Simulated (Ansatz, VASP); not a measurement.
**AlGa3As4 in VASP and in Ansatz**

```
CELL_PARAMETERS angstrom
-5.66365 5.66365 0.00000
-5.66320 0.00045 5.66164
-0.00045 5.66320 5.66164
ATOMIC_POSITIONS crystal
Al 0.00032 0.99968 0.99968
Al 0.50032 0.99968 0.99968
Ga 0.00000 0.50032 0.99968
Ga 0.00000 0.99968 0.50032
Ga 0.50000 0.50032 0.99968
Ga 0.50000 0.99968 0.50032
Ga 0.99978 0.50022 0.50022
Ga 0.49978 0.50022 0.50022
As 0.87500 0.87513 0.37487
As 0.37500 0.87513 0.37487
As 0.87497 0.37503 0.37503
As 0.87493 0.87507 0.87507
As 0.37497 0.37503 0.37503
As 0.37493 0.87507 0.87507
As 0.87500 0.37487 0.87513
As 0.37500 0.37487 0.87513
```

Alike in both runs: functional PBEsol; k mesh 4 × 4 × 4; occupations gaussian, width 0.02 eV; no spin polarisation.

Ansatz relaxed the structure, and its values are those at the end. VASP's run is a single point on that final structure, the one shown.

```csv
,VASP,Ansatz
version,VASP 6.6.1,Ansatz 0.2.0
potentials or method,"VASP PAW PBE potentials, release 64 (Al, Ga_d, As), cutoff 520 eV","scalar-relativistic, plane waves, PAW"
valence electrons in the cell,124,204
```

```tsv
	VASP	Ansatz	Ansatz less VASP
gap on the k mesh at the Fermi level (eV)	0.66	0.65	-0.011
least direct gap on the mesh (eV)	0.66	0.65	-0.011
pressure (GPa)	0.2	0.0	-0.21
```

VASP's potentials were made for PBE, not for PBEsol. With one functional, cell and mesh, what is left measures potentials, basis and numerics. VASP's potentials hold 124 valence electrons a cell and Ansatz's 204, so a difference there can come from the potentials and not from the codes.
